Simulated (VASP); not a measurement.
Input of a VASP 6.6.1 run:

Contents of INCAR:

```
PREC = Accurate
ENCUT = 520
EDIFF = 1E-6
ISMEAR = -1
SIGMA = 0.05
LREAL = False
LASPH = True
NELM = 60
ALGO = Normal
ISIF = 2
LWAVE = False
LCHARG = True
GGA = PS
LELF = True
LVHAR = True
NBANDS = 22
```

KPOINTS

```
Automatic mesh
0
Gamma
  6 6 9
```

POSCAR

```
Hf
1.0
    4.7917314631      0.0000000000      0.0000000000
   -2.3958657315      4.1497611751      0.0000000000
    0.0000000000      0.0000000000      2.9911748022
Hf
3
Direct
    0.0000000000      0.0000000000      0.0000000000
    0.3333333333      0.6666666667      0.5000000000
    0.6666666667      0.3333333333      0.5000000000
```

Potentials or basis: VASP PAW PBE potentials, release 64 (Hf_pv).

The run is started by

```console
$ cat potpaw_PBE.64/Hf_pv/POTCAR > POTCAR
$ mpirun -np 1 vasp_std > vasp.out
```

Question: Predict the band gap on the k mesh.

Answer: Zero (band 15 reaches 5.72 eV, above the bottom of band 16 at 4.87 eV).

Question: Predict the pressure.

Answer: 9.6 GPa.

Stress tensor (GPa, compression positive):
```
9.54 0.00 0.00
0.00 9.54 0.00
0.00 0.00 9.77
```

Caveat: the PAW data sets were made with another functional, which shifts forces and pressure a little; spin-orbit coupling is left out, which moves the levels of the heavy elements.
